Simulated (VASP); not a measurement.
A run of VASP 6.6.1 is set up as follows.

The input INCAR:

```
ALGO = Normal
EDIFF = 1E-8
ENCUT = 520
GGA = CA
IBRION = 8
ISIF = 2
ISMEAR = 0
LASPH = True
LCHARG = False
LEPSILON = True
LREAL = False
LWAVE = False
NBANDS = 15
NELM = 60
NSW = 1
PREC = Accurate
SIGMA = 0.01
```

The input KPOINTS:

```
k-points
0
Gamma
  6 6 6
```

Contents of POSCAR:

```
KCl
1.0
    0.0000000000      3.0393340068      3.0393340068
    3.0393340068      0.0000000000      3.0393340068
    3.0393340068      3.0393340068      0.0000000000
K Cl
1 1
Direct
    0.0000000000      0.0000000000      0.0000000000
    0.5000000000      0.5000000000      0.5000000000
```

Potentials or basis: VASP PAW LDA potentials, release 64 (K_sv, Cl).

Launch:

```bash
$ cat potpaw_LDA.64/K_sv/POTCAR potpaw_LDA.64/Cl/POTCAR > POTCAR
$ mpirun -np 1 vasp_std > vasp.out
```

(1) Predict the electronic dielectric tensor (diagonal).

(2) Estimate the Born charges (mean of the diagonal).

(3) Predict the highest phonon frequency at Γ, LO-TO splitting left out.

## Answers

(1) 2.51.

(2) K +1.11; Cl -1.11 e.

(3) 163 cm⁻¹.
